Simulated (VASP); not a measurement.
**GaAs: single point with pbe exchange, lyp correlation**

Crystal: GaAs.

```
CELL_PARAMETERS angstrom
0.00000 2.78864 2.78864
2.78864 0.00000 2.78864
2.78864 2.78864 0.00000
ATOMIC_POSITIONS crystal
As 0.75000 0.75000 0.75000
Ga 0.00000 0.00000 0.00000
```

- Program: VASP 6.6.1
- Task: single point
- Functional: pbe exchange, lyp correlation
- Potentials or basis: VASP PAW PBE potentials, release 64 (As, Ga_d)
- Cutoff: 500 eV
- k mesh: 8 × 8 × 8
- Occupations: methfessel-paxton, width 0.1 eV
- Spin: no spin polarisation

| Property | Result |
| --- | --- |
| Pressure | 11.0 GPa |
| Band gap on the k mesh | 0.69 eV |

Levels at points of the mesh, in eV from the valence-band top:
```
           k point  band 6  band 7  band 8  band 9  band 10  band 11  band 12  band 13
(0.00, 0.00, 0.00)  -13.05    0.00    0.00    0.00     0.69     3.77     3.77     3.77
(0.50, 0.00, 0.00)  -11.18   -6.85   -1.20   -1.20     1.10     4.72     4.72     8.04
(0.50, 0.50, 0.00)  -10.39   -7.04   -2.80   -2.80     1.55     1.72    10.43    10.43
```

It took 9.3 s on 1 thread of Intel(R) Xeon(R) 6975P-C (Granite Rapids) (shared host), peak memory 0.17 GiB.

Caveat: the cell stands under pressure; the PAW data sets were made with another functional, which shifts forces and pressure a little. A k mesh can miss the band edges.
